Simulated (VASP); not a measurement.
Here is a VASP 6.6.1 calculation.

INCAR

```
ALGO = Normal ; EDIFF = 1E-6
ENCUT = 520 ; GGA = PE
ISIF = 2 ; ISMEAR = 0
LASPH = True ; LCHARG = False
LREAL = False ; LWAVE = False
NBANDS = 22 ; NELM = 60
PREC = Accurate ; SIGMA = 0.1
```

Contents of KPOINTS:

```
k-points
0
Gamma
  6 6 6
```

Contents of POSCAR:

```
Ga2N
1.0
    0.0000000000      2.8422251172      2.8422251172
    2.8422251172      0.0000000000      2.8422251172
    2.8422251172      2.8422251172      0.0000000000
Ga N
2 1
Direct
    0.2500000000      0.2500000000      0.2500000000
    0.7500000000      0.7500000000      0.7500000000
    0.5000000000      0.5000000000      0.5000000000
```

Potentials or basis: VASP PAW PBE potentials, release 64 (Ga_d, N).

Run with:

```sh
$ cat potpaw_PBE.64/Ga_d/POTCAR potpaw_PBE.64/N/POTCAR > POTCAR
$ mpirun -np 1 vasp_std > vasp.out
```

**Question.** Predict the pressure.

**Answer.** 0.1 GPa.
